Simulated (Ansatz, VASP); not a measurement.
# Sb in VASP and in Ansatz

Contents of POSCAR:

```
Sb
1.0
    3.1997472110     -0.3424083731     -0.3424083731
   -0.3424083731      3.1997472110     -0.3424083731
   -0.3424083731     -0.3424083731      3.1997472110
Sb
1
Direct
    0.0000000000      0.0000000000      0.0000000000
```

INCAR.step1

```
SYSTEM = Sb
PREC = Accurate
ENCUT = 550
ISMEAR = 0
SIGMA = 0.15
LREAL = .FALSE.
LASPH = .TRUE.
NELM = 120
NBANDS = 8
GGA = PE
ALGO = Normal
EDIFF = 1E-5
LWAVE = .TRUE.
LCHARG = .FALSE.
GGA_COMPAT = .FALSE.
```

The input INCAR.step2:

```
SYSTEM = Sb
PREC = Accurate
ENCUT = 550
EDIFF = 1E-6
ISMEAR = 0
SIGMA = 0.15
LREAL = .FALSE.
LASPH = .TRUE.
NELM = 120
ALGO = Normal
ISIF = 2
LWAVE = .FALSE.
LCHARG = .FALSE.
METAGGA = R2SCAN
LMIXTAU = .TRUE.
NBANDS = 8
ISTART = 1
GGA_COMPAT = .FALSE.
```

File KPOINTS:

```
regular mesh
0
G
  16 16 16
  0 0 0
```

Input for Ansatz:

```yaml
crystal:
  lattice:
    - [3.199747211, -0.3424083731, -0.3424083731]
    - [-0.3424083731, 3.199747211, -0.3424083731]
    - [-0.3424083731, -0.3424083731, 3.199747211]
  atoms:
    - { symbol: Sb, position: [0.0, 0.0, 0.0] }
basis:
  ecutwfc: 500
kpoints:
  mp_grid: { grid: [16, 16, 16] }
hamiltonian:
  xc: r2scan
scf:
  occupations: { method: gaussian, width: 0.15 }
output:
  forces: true
  stress: true
  eigenvalues: true
```

Alike in both runs: task single point; functional r2SCAN; k mesh 16 × 16 × 16; occupations gaussian, width 0.15 eV; no spin polarisation.

|  | VASP | Ansatz |
| --- | --- | --- |
| version | VASP 6.6.1 | Ansatz 0.2.0 |
| potentials or method | VASP PAW PBE potentials, release 64 (Sb), cutoff 550 eV | scalar-relativistic, plane waves, PAW |
| valence electrons in the cell | 5 | 15 |

|  | VASP | Ansatz | Ansatz less VASP |
| --- | --- | --- | --- |
| gap on the k mesh at the Fermi level (eV) | none | none | - |
| pressure (GPa) | -5.2 | -5.2 | +0.03 |
| traceless stress, the component that is largest in VASP (GPa) | 2.43 | 2.44 | +0.003 |

VASP's potentials were made for PBE, not for r2SCAN. A gap of «none» marks a metal or a gap that the smearing closes. VASP's potentials hold 5 valence electrons a cell and Ansatz's 15, so a difference there can come from the potentials and not from the codes.

Spin-orbit coupling is off throughout.
